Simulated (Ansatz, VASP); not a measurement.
# One calculation of CuO, two programs

INCAR

```
ALGO = Normal
EDIFF = 1E-7
ENCUT = 520
GGA = PE
ISIF = 2
ISMEAR = 0
ISPIN = 2
LASPH = T
LCHARG = F
LDAU = T
LDAUJ = 0 0
LDAUL = 2 -1
LDAUPRINT = 1
LDAUTYPE = 2
LDAUU = 4 0
LMAXMIX = 4
LORBIT = 11
LREAL = Auto
LWAVE = F
MAGMOM = 1 1 1 1 1 1 1 1 0 0 0 0 0 0 0 0
NBANDS = 86
NELM = 150
PREC = Accurate
SIGMA = 0.05
```

File KPOINTS:

```
k-points
0
Gamma
  2 4 2
```

Contents of POSCAR:

```
CuO
1.0
    3.7619277448      0.0000000000      5.5321650474
    0.0000000000     -4.1521210669      0.0000000000
    4.5869090652      0.0000000000     -4.8710264531
Cu O
8 8
Direct
    0.1250000000     -0.2500000000      0.1250000000
    0.3750000000      0.2500000000     -0.1250000000
    0.3750000000      0.2500000000      0.3750000000
    0.6250000000      0.7500000000      0.1250000000
    0.6250000000     -0.2500000000      0.6250000000
    0.8750000000      0.2500000000      0.3750000000
    0.8750000000      0.2500000000      0.8750000000
    1.1250000000      0.7500000000      0.6250000000
    0.3750000000      0.0000352670      0.1250000000
    0.6250000000     -0.0000352670     -0.1250000000
    0.6250000000      0.5000352670      0.3750000000
    0.8750000000      0.4999647330      0.1250000000
    0.8750000000      0.0000352670      0.6250000000
    1.1250000000     -0.0000352670      0.3750000000
    1.1250000000      0.5000352670      0.8750000000
    1.3750000000      0.4999647330      0.6250000000
```

Input for Ansatz:

```yaml
crystal:
  lattice:
    - [3.7619277448, 0.0, 5.5321650474]
    - [0.0, -4.1521210669, 0.0]
    - [4.5869090652, 0.0, -4.8710264531]
  atoms:
    - { symbol: Cu, position: [0.125, -0.25, 0.125], spin: 1.0 }
    - { symbol: Cu, position: [0.375, 0.25, -0.125], spin: 1.0 }
    - { symbol: O, position: [0.375, 3.5267e-05, 0.125] }
    - { symbol: O, position: [0.625, -3.5267e-05, -0.125] }
    - { symbol: Cu, position: [0.375, 0.25, 0.375], spin: 1.0 }
    - { symbol: Cu, position: [0.625, 0.75, 0.125], spin: 1.0 }
    - { symbol: O, position: [0.625, 0.500035267, 0.375] }
    - { symbol: O, position: [0.875, 0.499964733, 0.125] }
    - { symbol: Cu, position: [0.625, -0.25, 0.625], spin: 1.0 }
    - { symbol: Cu, position: [0.875, 0.25, 0.375], spin: 1.0 }
    - { symbol: O, position: [0.875, 3.5267e-05, 0.625] }
    - { symbol: O, position: [1.125, -3.5267e-05, 0.375] }
    - { symbol: Cu, position: [0.875, 0.25, 0.875], spin: 1.0 }
    - { symbol: Cu, position: [1.125, 0.75, 0.625], spin: 1.0 }
    - { symbol: O, position: [1.125, 0.500035267, 0.875] }
    - { symbol: O, position: [1.375, 0.499964733, 0.625] }
basis:
  ecutwfc: 420
  ecutrho_ratio: 4
kpoints:
  mp_grid: { grid: [2, 4, 2] }
hamiltonian:
  xc: pbe
  hubbard: { sites: [{ species: Cu, l: d, u_eff: 4.0 }] }
scf:
  occupations: { method: gaussian, width: 0.05 }
output:
  forces: true
  stress: true
  eigenvalues: true
  populations: true
  hubbard: { sites: [{ species: Cu, l: d }] }
magnetization:
  spin_polarized: true
```

Alike in both runs: task single point; functional PBE; k mesh 2 × 4 × 2; occupations gaussian, width 0.05 eV; collinear spin; Hubbard terms Cu d U = 4.0 eV.

```csv
,VASP,Ansatz
version,VASP 6.6.1,Ansatz 0.2.0
potentials or method,"VASP PAW PBE potentials, release 64 (Cu, O), cutoff 520 eV","scalar-relativistic, plane waves, PAW"
valence electrons in the cell,136,200
```

|  | VASP | Ansatz | Ansatz less VASP |
| --- | --- | --- | --- |
| pressure (GPa) | -2.7 | -0.4 | +2.34 |
| rms of the force components (eV/Å) | 0.000 | 0.111 | +0.1106 |
| net moment per atom (μB) | 0.49 | 0.00 | -0.487 |
| size of the moment on the site where the two differ most (μB) | 0.31 | 0.15 | -0.157 |

The net moments are unlike, so the other rows may belong to different states. Site moments also hang on the region over which each program counts them. The programs project onto different local orbitals, so the same U acts differently, and such runs can settle in different states. VASP's potentials hold 136 valence electrons a cell and Ansatz's 200, so a difference there can come from the potentials and not from the codes. Ansatz's warnings: seeded moment not kept.

The k mesh is coarse, so the values compare programs but aren't converged.
